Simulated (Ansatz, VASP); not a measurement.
## MgS in VASP and in Ansatz

Contents of INCAR:

```
SYSTEM = MgS
  ALGO = Normal
  EDIFF = 1E-7
  ENCUT = 520
  GGA = PS
  ISIF = 2
  ISMEAR = 0
  LASPH = .TRUE.
  LCHARG = .FALSE.
  LREAL = .FALSE.
  LWAVE = .FALSE.
  NBANDS = 16
  NELM = 100
  PREC = Accurate
  SIGMA = 0.01
```

Contents of KPOINTS:

```
k-points
0
G
  3 3 2
  0 0 0
```

POSCAR

```
MgS
1.0
    4.0473000000     -0.0115600000      0.0243900000
   -2.0336600000      3.4587800000      0.0218400000
    0.0388900000      0.0626600000      6.3609100000
Mg S
2 2
Direct
    0.6790000000      0.3443800000      0.5023200000
    0.3282100000      0.6602300000      0.0060600000
    0.3376900000      0.6843800000      0.3776000000
    0.6739700000      0.3220300000      0.8727400000
```

Input for Ansatz:

```yaml
crystal:
  lattice:
    - [4.0473, -0.01156, 0.02439]
    - [-2.03366, 3.45878, 0.02184]
    - [0.03889, 0.06266, 6.36091]
  atoms:
    - { symbol: Mg, position: [0.679, 0.34437999999999996, 0.50232] }
    - { symbol: Mg, position: [0.32821, 0.66023, 0.00606] }
    - { symbol: S, position: [0.33769, 0.6843799999999999, 0.3776] }
    - { symbol: S, position: [0.67397, 0.3220299999999999, 0.8727399999999998] }
basis:
  ecutwfc: 517.016338673772
kpoints:
  mp_grid:
    grid: [3, 3, 2]
    shift: [0.0, 0.0, 0.0]
hamiltonian:
  xc: pbesol
scf:
  occupations:
    method: fixed
output:
  band_densities:
    - { bands: [v1, v1] }
    - { bands: [c1, c1] }
  dos:
    de: 0.1
    projected: true
```

Alike in both runs: task single point; functional PBEsol; k mesh 3 × 3 × 2; no spin polarisation.

|  | VASP | Ansatz |
| --- | --- | --- |
| version | VASP 6.6.1 | Ansatz 0.2.0 |
| potentials or method | VASP PAW PBE potentials, release 64 (Mg, S), cutoff 520 eV | plane waves, PAW |
| occupations | gaussian, width 0.01 eV | fixed |
| valence electrons in the cell | 16 | 32 |

|  | VASP | Ansatz | Ansatz less VASP |
| --- | --- | --- | --- |
| gap on the k mesh at the Fermi level (eV) | 3.39 | 3.39 | -0.002 |

VASP's potentials were made for PBE, not for PBEsol. VASP's potentials hold 16 valence electrons a cell and Ansatz's 32, so a difference there can come from the potentials and not from the codes.

The k mesh is coarse, so the values compare programs but aren't converged.
